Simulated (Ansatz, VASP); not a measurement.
Zr2SeS2: VASP beside Ansatz

```
CELL_PARAMETERS angstrom
5.52061 0.00000 0.00000
-2.76030 4.78099 0.00000
0.00000 0.00000 4.84921
ATOMIC_POSITIONS crystal
Zr 0.33333 0.66667 0.50000
Zr 0.66667 0.33333 0.50000
Se 0.00000 0.00000 0.00000
S 0.33333 0.66667 0.00000
S 0.66667 0.33333 0.00000
```

Alike in both runs: functional PBE; k mesh 6 × 6 × 6; occupations gaussian, width 0.1 eV; no spin polarisation.

Ansatz relaxed the structure, and its values are those at the end. VASP's run is a single point on that final structure, the one shown.

|  | VASP | Ansatz |
| --- | --- | --- |
| version | VASP 6.6.1 | Ansatz 0.2.0 |
| potentials or method | VASP PAW PBE potentials, release 64 (Zr_sv, Se, S), cutoff 520 eV | scalar-relativistic, plane waves, PAW |
| valence electrons in the cell | 42 | 52 |

```tsv
	VASP	Ansatz	Ansatz less VASP
gap on the k mesh at the Fermi level (eV)	none	none	-
pressure (GPa)	0.0	0.0	0.00
```

A gap of «none» marks a metal or a gap that the smearing closes. VASP's potentials hold 42 valence electrons a cell and Ansatz's 52, so a difference there can come from the potentials and not from the codes.
